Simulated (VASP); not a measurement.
Write the native input for VASP 6.6.1 that does the following.

```
Task                   : relaxation of cell and atoms
Functional             : r2SCAN
Potentials or basis    : VASP PAW PBE potentials, release 64 (Rb_sv)
Cutoff                 : 600 eV
k mesh                 : 5 × 5 × 5
Occupations            : gaussian, width 0.05 eV
Spin                   : no spin polarisation
Dipole correction      : no
Further INCAR settings : ALGO = Normal; EDIFF = 1e-07; IBRION = 2; EDIFFG = -0.02; NSW = 50; ISIF = 3
```

The system is Rb.

```
CELL_PARAMETERS angstrom
4.59000 0.00000 0.00000
0.00000 4.59000 0.00000
0.00000 0.00000 4.59000
ATOMIC_POSITIONS crystal
Rb 0.00000 0.00000 0.00000
```

This isn't the form of Rb at room conditions, which is bcc.

One way to write it, as run:

POSCAR

```
Rb
1.0
    4.5900000000      0.0000000000      0.0000000000
    0.0000000000      4.5900000000      0.0000000000
    0.0000000000      0.0000000000      4.5900000000
Rb
1
Direct
    0.0000000000      0.0000000000      0.0000000000
```

INCAR.step1

```
SYSTEM = Rb
PREC = Accurate ; ENCUT = 600
ISMEAR = 0 ; SIGMA = 0.05
LREAL = .FALSE. ; LASPH = .TRUE.
NELM = 60 ; GGA = PE
ALGO = Normal ; EDIFF = 1E-4
LWAVE = .TRUE. ; LCHARG = .FALSE.
```

INCAR.step2

```
SYSTEM = Rb
PREC = Accurate ; ENCUT = 600
EDIFF = 1E-7 ; ISMEAR = 0
SIGMA = 0.05 ; LREAL = .FALSE.
LASPH = .TRUE. ; NELM = 60
ALGO = Normal ; ISIF = 3
LWAVE = .FALSE. ; LCHARG = .FALSE.
METAGGA = R2SCAN ; LMIXTAU = .TRUE.
IBRION = 2 ; NSW = 50
EDIFFG = -0.02 ; ISTART = 1
```

KPOINTS

```
regular mesh
0
G
  5 5 5
  0 0 0
```

Potentials or basis: VASP PAW PBE potentials, release 64 (Rb_sv).

The run is started by

```bash
$ cat potpaw_PBE.64/Rb_sv/POTCAR > POTCAR
$ cp INCAR.step1 INCAR
$ mpirun -np 1 vasp_std > vasp.out
$ cp INCAR.step2 INCAR
$ mpirun -np 1 vasp_std > vasp.out
```

It gave:

```
Relaxed volume                        : 98.34 Å³/atom
Relaxed cell                          : a = 4.616 Å, b = 4.616 Å, c = 4.616 Å, α = 90.00°, β = 90.00°, γ = 90.00°
Space group after relaxing (to 0.1 Å) : Pm-3m (No. 221)
Energy gained by relaxing             : 0.5 meV/atom
Ionic steps                           : 3
Pressure after relaxing               : 0.0 GPa
Band gap on the k mesh                : zero (an odd number of electrons rules out a gap without spin polarisation)
```

Caveat: the PAW data sets were made with another functional, which shifts forces and pressure a little.

It took 86 s on 1 thread of AMD EPYC 9R45 96-Core Processor (Zen 5), on a shared host, peak memory 0.22 GiB.
